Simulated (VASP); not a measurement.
# BaTiO3 in VASP: further runs, part 2 of 2

VASP 6.6.1.

## 3. Electric field gradients, PBE (12.35 Å³/atom)

This run uses another cell than the first one, of 12.35 Å³/atom.

The input, INCAR:

```
ALGO = Normal ; EDIFF = 1E-8
ENCUT = 520 ; GGA = PE
ISIF = 2 ; ISMEAR = -1
LASPH = True ; LCHARG = False
LEFG = True ; LREAL = False
LWAVE = False ; NBANDS = 28
NELM = 100 ; PREC = Accurate
SIGMA = 0.05
```

The input, KPOINTS:

```
k-points
0
Gamma
  8 8 8
```

The input, POSCAR:

```
BaTiO3
1.0
    3.9302542101      0.0000000000      0.0000000000
    0.0000000000      2.7987067862      2.8073385284
    0.0000000000     -2.7987067862      2.8073385284
Ba Ti O
1 1 3
Direct
    0.0000000000      0.0000000000      0.0000000000
    0.5000000000      0.5079000000      0.5079000000
    0.0000000000      0.4921000000      0.4921000000
    0.5000000000      0.5025100000      0.9937100000
    0.5000000000      0.9937100000      0.5025100000
```

Potentials or basis: VASP PAW PBE potentials, release 64 (Ba_sv, Ti_sv, O).

Started as:

```sh
$ cat potpaw_PBE.64/Ba_sv/POTCAR potpaw_PBE.64/Ti_sv/POTCAR potpaw_PBE.64/O/POTCAR > POTCAR
$ mpirun -np 1 vasp_std > vasp.out
```

OUTCAR:

```text
EDIFF = 1E-8
   ENCUT = 520
   GGA = PE
   ISIF = 2
   ISMEAR = -1
   LASPH = True
   LREAL = False
   NELM = 100
   PREC = Accurate

 ion  position               nearest neighbor table
   1  0.000  0.000  0.000-   3 2.76   4 2.78   5 2.78   4 2.78   5 2.78   4 2.80   5 2.80   5 2.80
                             4 2.80   3 2.80   3 2.80   3 2.85   2 3.39   2 3.39   2 3.42   2 3.42
   2  0.500  0.508  0.508-   4 1.93   5 1.93   3 1.97   3 1.97   5 2.04   4 2.04   1 3.39   1 3.39
                             1 3.42   1 3.42   1 3.42   1 3.42   1 3.46   1 3.46
   3  0.000  0.492  0.492-   2 1.97   2 1.97   1 2.76   1 2.80   1 2.80   1 2.85
   4  0.500  0.503  0.994-   2 1.93   2 2.04   1 2.78   1 2.78   1 2.80   1 2.80
   5  0.500  0.994  0.503-   2 1.93   2 2.04   1 2.78   1 2.78   1 2.80   1 2.80

  LATTYP: Found a base centered orthorhombic cell.
 ALAT       =     5.5974135724
 B/A-ratio  =     1.0030841895
 C/A-ratio  =     0.7021554079

  Lattice vectors:

 A1 = (   0.0000000000,   2.7987067862,  -2.8073385284)
 A2 = (   0.0000000000,   2.7987067862,   2.8073385284)
 A3 = (   3.9302542101,   0.0000000000,   0.0000000000)

Analysis of symmetry for initial positions (statically):
=====================================================================
 Subroutine PRICEL returns:
 Original cell was already a primitive cell.

 Routine SETGRP: Setting up the symmetry group for a
 base centered orthorhombic supercell.

 Subroutine GETGRP returns: Found  4 space group operations
 (whereof  4 operations were pure point group operations)
 out of a pool of  8 trial point group operations.

The static configuration has the point symmetry C_2v.

Analysis of symmetry for dynamics (positions and initial velocities):
=====================================================================
 Subroutine PRICEL returns:
 Original cell was already a primitive cell.

 Routine SETGRP: Setting up the symmetry group for a
 base centered orthorhombic supercell.

 Subroutine GETGRP returns: Found  4 space group operations
 (whereof  4 operations were pure point group operations)
 out of a pool of  8 trial point group operations.

The dynamic configuration has the point symmetry C_2v.

 Subroutine INISYM returns: Found  4 space group operations
 (whereof  4 operations are pure point group operations),
 and found     1 'primitive' translations

----------------------------------------------------------------------------------------

                                     Primitive cell

  volume of cell :      61.7594

  direct lattice vectors                    reciprocal lattice vectors
     3.930254210  0.000000000  0.000000000     0.254436468  0.000000000  0.000000000
     0.000000000  2.798706786  2.807338528     0.000000000  0.178653942  0.178104634
     0.000000000 -2.798706786  2.807338528     0.000000000 -0.178653942  0.178104634

  length of vectors
     3.930254210  3.964077356  3.964077356     0.254436468  0.252266707  0.252266707

  position of ions in fractional coordinates (direct lattice)
     0.000000000  0.000000000  0.000000000
     0.500000000  0.507900000  0.507900000
     0.000000000  0.492100000  0.492100000
[... 98 lines left out ...]
   EFERMI_NEDOS =   21; number of points for ismear=-14 and -15
   IALGO  =     38    algorithm
   IMIX   =      4    mixing-type and parameters
     AMIX     =   0.40;   BMIX     =  1.00
     AMIX_MAG =   1.60;   BMIX_MAG =  1.00
  volume/ion in A,a.u.               =      12.35        83.35
  Fermi-wavevector in a.u.,A,eV,Ry     =   1.416426  2.676657 27.296860  2.006263
  Thomas-Fermi vector in A             =   2.537762
   LORBIT       =      0    0 simple, 1 ext, 2 COOP (PROOUT), +10 PAW based schemes
   GGA     = PE    functional components
   LHFCALC =     F    Hartree Fock is set to
   AEXX    =    0.0000 exact exchange contribution
   IVDW    =     0    specifies the selected vdW correction
   LEPSILON=     F    determine dielectric tensor
   LRPA    =     F    only Hartree local field effects (RPA)
 non-spin polarized calculation
  energy-cutoff  :      520.00
  volume of cell :       61.76
 maximum number of plane-waves:      1703
 NGX is ok and might be reduce to    30
   NGX = 15   NGY = 15   NGZ = 15

 number of electron      40.0000008 magnetization

 Free energy of the ion-electron system (eV)
  ---------------------------------------------------
  ext. energy  EPLUGINS =         0.00000000
  ---------------------------------------------------
  free energy    TOTEN  =       -39.85096445 eV

  energy without entropy =      -39.85096445  energy(sigma->0) =      -39.85096445

 E-fermi :   5.0845     XC(G=0): -11.4569

 val. band max:        4.1306222708   @ k =   0.5000   0.5000   0.5000
 cond. band min:       6.0035195848   @ k =   0.0000   0.0000   0.0000
 fundamental gap:      1.8728973140
 Fermi energy:         5.0844886039

 k-point     1 :       0.0000    0.0000    0.0000
  band No.  band energies     occupation
      1     -52.3092      2.00000
      2     -28.5509      2.00000
      3     -28.5483      2.00000
      4     -28.5446      2.00000
      5     -20.6093      2.00000
      6     -12.8480      2.00000
[... 733 lines left out ...]
     27      12.3975      0.00000
     28      14.0173      0.00000

 [... further k-points ...]
[... 5 lines left out ...]
  --------------------------------------------------------------------------------------
  -------------------------------------------------------------------------------------
  Total        4.7991490      4.4646250      4.1600515      0.0000000      0.0000000      0.0000000
  in kB      124.5007564    115.8224486    107.9211259      0.0000000      0.0000000      0.0000000
  external PRESSURE =     116.0814437 kB  Pullay stress =       0.0000000 kB

 VOLUME and BASIS-vectors are now :
 -----------------------------------------------------------------------------
  energy-cutoff  :      520.00
  volume of cell :       61.76
      direct lattice vectors                 reciprocal lattice vectors
     3.930254210  0.000000000  0.000000000     0.254436468  0.000000000  0.000000000
     0.000000000  2.798706786  2.807338528     0.000000000  0.178653942  0.178104634
     0.000000000 -2.798706786  2.807338528     0.000000000 -0.178653942  0.178104634

 POSITION                                       TOTAL-FORCE (eV/Angst)
 -----------------------------------------------------------------------------------
      0.00000      0.00000      0.00000         0.000000      0.000000      0.090232
      1.96513      0.00000      2.85169         0.000000      0.000000      0.031627
      0.00000      0.00000      2.76298         0.000000      0.000000      0.081358
      1.96513     -1.37472      4.20040         0.000000     -0.107484     -0.101608
      1.96513      1.37472      4.20040         0.000000      0.107484     -0.101608
 -----------------------------------------------------------------------------------
    total drift:                                0.000000     -0.000000      0.000263

  FREE ENERGIE OF THE ION-ELECTRON SYSTEM (eV)
  ---------------------------------------------------
  free  energy   TOTEN  =       -39.8509644462 eV

  energy  without entropy=      -39.8509644457  energy(sigma->0) =      -39.85096445

 Electric field gradients (V/A^2)
---------------------------------------------------------------------
 ion       V_xx      V_yy      V_zz      V_xy      V_xz      V_yz
---------------------------------------------------------------------
   1       0.676    -1.461     0.785    -0.000    -0.000    -0.000
   2      -6.261     3.336     2.925     0.000    -0.000     0.000
   3      20.635    -9.885   -10.750    -0.000     0.000    -0.000
   4     -11.366     5.172     6.193     0.000     0.000   -15.598
   5     -11.366     5.172     6.193    -0.000     0.000    15.598
---------------------------------------------------------------------

 Electric field gradients after diagonalization (V/A^2)
 (convention: |V_zz| > |V_xx| > |V_yy|)
----------------------------------------------------------------------
 ion       V_xx      V_yy      V_zz     asymmetry (V_yy - V_xx)/ V_zz
----------------------------------------------------------------------
   1       0.785     0.676    -1.461       0.074
   2       3.336     2.925    -6.261       0.066
   3     -10.750    -9.885    20.635       0.042
   4     -11.366    -9.924    21.289       0.068
   5     -11.366    -9.924    21.289       0.068
----------------------------------------------------------------------

           NMR quadrupolar parameters

 Cq : quadrupolar parameter    Cq=e*Q*V_zz/h
 eta: asymmetry parameters     (V_yy - V_xx)/ V_zz
 Q  : nuclear electric quadrupole moment in mb (millibarn)
----------------------------------------------------------------------
 ion       Cq(MHz)       eta       Q (mb)
----------------------------------------------------------------------
   1      -0.004       0.074       1.000
   2      -0.015       0.066       1.000
   3       0.050       0.042       1.000
   4       0.051       0.068       1.000
   5       0.051       0.068       1.000
----------------------------------------------------------------------
```

OSZICAR:

```text
N       E                     dE             d eps       ncg     rms          rms(c)
DAV:   1     0.440642859272E+03    0.44064E+03   -0.21037E+04  5880   0.156E+03
DAV:   2    -0.374499755043E+01   -0.44439E+03   -0.42293E+03  6796   0.435E+02
DAV:   3    -0.483563593290E+02   -0.44611E+02   -0.44211E+02  8124   0.135E+02
[... 11 lines left out ...]
DAV:  15    -0.398509660713E+02   -0.14241E-05   -0.74149E-06  8500   0.253E-02    0.110E-02
DAV:  16    -0.398509643797E+02    0.16916E-05   -0.51696E-06  7844   0.228E-02    0.147E-03
DAV:  17    -0.398509644377E+02   -0.58004E-07   -0.31287E-07  7240   0.565E-03    0.135E-03
DAV:  18    -0.398509644508E+02   -0.13101E-07   -0.30267E-08  7076   0.158E-03    0.801E-04
DAV:  19    -0.398509644462E+02    0.46070E-08   -0.18484E-08  4908   0.131E-03
   1 F= -.39850964E+02 E0= -.39850964E+02  d E =-.463043E-09
```

stdout:

```text
POSCAR found type information on POSCAR BaTiO
 POSCAR found :  3 types and       5 ions
 scaLAPACK will be used
 LDA part: xc-table for (Slater+PW92), standard interpolation
 POSCAR, INCAR and KPOINTS ok, starting setup
 FFT: planning ... GRIDC
 FFT: planning ... GRID_SOFT
 FFT: planning ... GRID
 WAVECAR not read
 entering main loop
ion   1

ion   2

ion   3

ion   4

ion   5
```

It took 2.9 min on 1 thread of Intel Xeon Platinum 8259CL at 2.50GHz (Skylake/Cascade Lake), shared host; peak memory 0.3 GiB.

Results:

| Property | Result |
| --- | --- |
| Free energy | -39.8510 eV |
| Pressure | 11.6 GPa |
| Largest force | 0.148 eV/Å |
| Band gap on the k mesh | 1.87 eV (least direct gap 2.01 eV) |
| Largest electric field gradient by atom | Ba -1.5; Ti -6.3; O +20.6, +21.3 (each value once) V/Å² |

Forces in eV/Å, atoms in the order of the input:
```
Ba   0.000  0.000  0.090
Ti   0.000  0.000  0.032
O    0.000  0.000  0.081
O    0.000 -0.107 -0.102
O    0.000  0.107 -0.102
```

Electric field gradients, principal values (V/Å²):
| atom | least | middle | greatest (by size) |
| --- | --- | --- | --- |
| 1 Ba | 0.676 | 0.785 | -1.461 |
| 2 Ti | 2.925 | 3.336 | -6.261 |
| 3 O | -9.885 | -10.750 | 20.635 |
| 4 O | -9.924 | -11.366 | 21.289 |
| 5 O | -9.924 | -11.366 | 21.289 |

Caveat: the cell stands under pressure; without QUAD_EFG the Cq values of the log hold for a quadrupole moment of 1 mb, not for the nuclei; spin-orbit coupling is left out, which moves the levels of the heavy elements.

## 4. Electric field gradients, PBE (12.74 Å³/atom)

This run uses another cell than the first one, of 12.74 Å³/atom.

The input, INCAR:

```
SYSTEM = BaTiO3
PREC     = Accurate       ! precision mode
ENCUT    = 520            ! plane-wave cutoff, eV
EDIFF    = 1E-8           ! SCF threshold, eV
ISMEAR   = -1             ! smearing method
SIGMA    = 0.05           ! smearing width, eV
LREAL    = .FALSE.        ! projectors in reciprocal space
LASPH    = .TRUE.         ! aspherical terms in the spheres
NELM     = 60             ! most SCF steps
ALGO     = Normal         ! electronic algorithm
ISIF     = 2              ! what is computed and relaxed
LWAVE    = .FALSE.        ! write WAVECAR
LCHARG   = .FALSE.        ! write CHGCAR
GGA      = PE             ! functional
LEFG     = .TRUE.       
NBANDS   = 28             ! bands
```

The input, KPOINTS:

```
Automatic mesh
0
G
  8 8 8
  0 0 0
```

Changes to POSCAR since step 3:

```diff
@@ -2,5 +2,5 @@
 1.0
-    3.9302542101      0.0000000000      0.0000000000
-    0.0000000000      2.7987067862      2.8073385284
-    0.0000000000     -2.7987067862      2.8073385284
+    3.9707751513      0.0000000000      0.0000000000
+    0.0000000000      2.8275614676      2.8362822032
+    0.0000000000     -2.8275614676      2.8362822032
 Ba Ti O
```

Potentials or basis: VASP PAW PBE potentials, release 64 (Ba_sv, Ti_sv, O).

Started as:

```sh
$ cat potpaw_PBE.64/Ba_sv/POTCAR potpaw_PBE.64/Ti_sv/POTCAR potpaw_PBE.64/O/POTCAR > POTCAR
$ mpirun -np 1 vasp_std > vasp.out
```

OUTCAR:

```text
SYSTEM = BaTiO3
   PREC = Accurate
   ENCUT = 520
   EDIFF = 1E-8
   ISMEAR = -1
   LREAL = .FALSE.
   LASPH = .TRUE.
   NELM = 60
   ISIF = 2
   GGA = PE

 ion  position               nearest neighbor table
   1  0.000  0.000  0.000-   3 2.79   4 2.81   5 2.81   4 2.81   5 2.81   4 2.83   5 2.83   5 2.83
                             4 2.83   3 2.83   3 2.83   3 2.88   2 3.43   2 3.43   2 3.46   2 3.46
   2  0.500  0.508  0.508-   4 1.95   5 1.95   3 1.99   3 1.99   5 2.06   4 2.06   1 3.43   1 3.43
                             1 3.46   1 3.46   1 3.46   1 3.46   1 3.50   1 3.50
   3  0.000  0.492  0.492-   2 1.99   2 1.99   1 2.79   1 2.83   1 2.83   1 2.88
   4  0.500  0.503  0.994-   2 1.95   2 2.06   1 2.81   1 2.81   1 2.83   1 2.83
   5  0.500  0.994  0.503-   2 1.95   2 2.06   1 2.81   1 2.81   1 2.83   1 2.83

  LATTYP: Found a base centered orthorhombic cell.
[... 985 lines left out ...]
   4     -12.711     5.854     6.857     0.000     0.000   -17.618
   5     -12.711     5.854     6.857    -0.000     0.000    17.618
---------------------------------------------------------------------

 Electric field gradients after diagonalization (V/A^2)
 (convention: |V_zz| > |V_xx| > |V_yy|)
----------------------------------------------------------------------
 ion       V_xx      V_yy      V_zz     asymmetry (V_yy - V_xx)/ V_zz
----------------------------------------------------------------------
   1       0.692     0.677    -1.369       0.011
   2       3.156     2.811    -5.967       0.058
   3     -12.107   -11.248    23.355       0.037
   4     -12.711   -11.270    23.981       0.060
   5     -12.711   -11.270    23.981       0.060
----------------------------------------------------------------------

           NMR quadrupolar parameters

 Cq : quadrupolar parameter    Cq=e*Q*V_zz/h
 eta: asymmetry parameters     (V_yy - V_xx)/ V_zz
 Q  : nuclear electric quadrupole moment in mb (millibarn)
----------------------------------------------------------------------
 ion       Cq(MHz)       eta       Q (mb)
----------------------------------------------------------------------
   1      -0.003       0.011       1.000
   2      -0.014       0.058       1.000
   3       0.056       0.037       1.000
   4       0.058       0.060       1.000
   5       0.058       0.060       1.000
----------------------------------------------------------------------
```

It took 2.9 min on 1 thread of Intel Xeon Platinum 8259CL at 2.50GHz (Skylake/Cascade Lake), shared host; peak memory 0.31 GiB.

Results:

```
Free energy                             : -39.9553 eV
Pressure                                : 5.5 GPa
Largest force                           : 0.165 eV/Å
Band gap on the k mesh                  : 1.81 eV (least direct gap 1.98 eV)
Largest electric field gradient by atom : Ba -1.4; Ti -6.0; O +23.4, +24.0 (each value once) V/Å²
```

Forces on the atoms (eV/Å):
```
Ba   0.000  0.000  0.088
Ti   0.000  0.000  0.143
O    0.000  0.000  0.094
O    0.000 -0.028 -0.162
O    0.000  0.028 -0.162
```

Electric field gradients, principal values (V/Å²):
| atom | least | middle | greatest (by size) |
| --- | --- | --- | --- |
| 1 Ba | 0.677 | 0.692 | -1.369 |
| 2 Ti | 2.811 | 3.156 | -5.967 |
| 3 O | -11.248 | -12.107 | 23.355 |
| 4 O | -11.270 | -12.711 | 23.981 |
| 5 O | -11.270 | -12.711 | 23.981 |

Caveat: the cell stands under pressure; without QUAD_EFG the Cq values of the log hold for a quadrupole moment of 1 mb, not for the nuclei; spin-orbit coupling is left out, which moves the levels of the heavy elements. A k mesh can miss the band edges.

## 5. Summary

```csv
cell,gap on the mesh (eV),pressure (GPa),largest force (eV/Å)
"a = 3.984, b = 4.059, c = 3.978 Å, angles 89.8, 90.0, 88.4°, 5 atoms",1.73,3.9,0.22
"a = 3.930, b = 3.964, c = 3.964 Å, angles 89.8, 90.0, 90.0°, 5 atoms",1.87,11.6,0.15
"a = 3.971, b = 4.005, c = 4.005 Å, angles 89.8, 90.0, 90.0°, 5 atoms",1.81,5.5,0.16
```

Alike in all rows: task electric field gradients; level PBE; potentials or basis VASP PAW PBE potentials, release 64 (Ba_sv, Ti_sv, O); no spin polarisation; k mesh 8 × 8 × 8; cutoff (eV) 520; smearing fermi-dirac 0.05 eV.

Caveats: the cell stands under pressure; spin-orbit coupling is left out, which moves the levels of the heavy elements.

Total energies depend on the potentials used, so only differences within one code and one set of settings carry meaning.
